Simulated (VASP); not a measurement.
A run of VASP 6.6.1 is set up as follows.

File INCAR:

```
SYSTEM = BaTe
PREC     = Accurate       ! precision mode
ENCUT    = 520            ! plane-wave cutoff, eV
EDIFF    = 1E-6           ! SCF threshold, eV
ISMEAR   = 0              ! smearing method
SIGMA    = 0.05           ! smearing width, eV
LREAL    = .False.        ! projectors in reciprocal space
LASPH    = .True.         ! aspherical terms in the spheres
NELM     = 100            ! most SCF steps
ALGO     = Normal         ! electronic algorithm
ISIF     = 2              ! what is computed and relaxed
LWAVE    = .False.        ! write WAVECAR
LCHARG   = .False.        ! write CHGCAR
GGA      = CA             ! functional
NBANDS   = 15             ! bands
```

Contents of KPOINTS:

```
Automatic mesh
0
Gamma
  8 8 8
  0 0 0
```

POSCAR

```
BaTe
1.0
    3.9108466897      0.0000000000      0.0000000000
    0.0000000000      3.9108466897      0.0000000000
    0.0000000000      0.0000000000      3.9108466897
Ba Te
1 1
Direct
    0.0000000000      0.0000000000      0.0000000000
    0.5000000000      0.5000000000      0.5000000000
```

Potentials or basis: VASP PAW LDA potentials, release 64 (Ba_sv, Te).

The run is started by

```bash
$ cat potpaw_LDA.64/Ba_sv/POTCAR potpaw_LDA.64/Te/POTCAR > POTCAR
$ mpirun -np 1 vasp_std > vasp.out
```

Task: Predict the pressure.

Result: 9.8 GPa.

Task: What does it give for the band gap on the k mesh?

Result: Zero (band 8 reaches 5.87 eV, above the bottom of band 9 at 5.77 eV).

Caveat: the cell differs from its parent crystal (strain -0.050 along x and y, -0.050 along z); spin-orbit coupling is left out, which moves the levels of the heavy elements.
